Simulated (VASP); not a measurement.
# Lu: single point with PBE

The system is Lu.

```
CELL_PARAMETERS angstrom
3.45040 0.00000 0.00000
-1.72520 2.98813 0.00000
0.00000 0.00000 5.47223
ATOMIC_POSITIONS crystal
Lu 0.33333 0.66667 0.25000
Lu 0.66667 0.33333 0.75000
```

- Program: VASP 6.6.1
- Task: single point
- Functional: PBE
- Potentials or basis: VASP PAW PBE potentials, release 64 (Lu)
- Cutoff: 520 eV
- k mesh: 13 × 13 × 8
- Occupations: fermi-dirac, width 0.03 eV
- Spin: no spin polarisation
- Dipole correction: no
- Further INCAR settings: ALGO = Normal; EDIFF = 1e-07; NBANDS = 32

```json
{
  "Pressure": "1.7 GPa",
  "Band gap on the k mesh": "zero (bands 25 and 26 overlap by 1.77 eV)"
}
```

Stress tensor (GPa, compression positive):
```
2.15 0.00 0.00
0.00 2.15 0.00
0.00 0.00 0.70
```

Levels at points of the mesh, in eV from the Fermi level:
| k point | band 23 | band 24 | band 25 | band 26 | band 27 | band 28 |
| --- | --- | --- | --- | --- | --- | --- |
| (0.00, 0.00, 0.00) | -4.79 | -2.49 | 0.66 | 2.25 | 2.25 | 2.53 |
| (0.00, 0.00, 0.50) | -4.42 | -4.42 | 1.16 | 1.16 | 2.18 | 2.18 |

Wall time 82 s on 1 thread of AMD EPYC 9R45 96-Core Processor (Zen 5), with other jobs on the host, peak memory 0.26 GiB.

Caveat: spin-orbit coupling is left out, which moves the levels of the heavy elements.
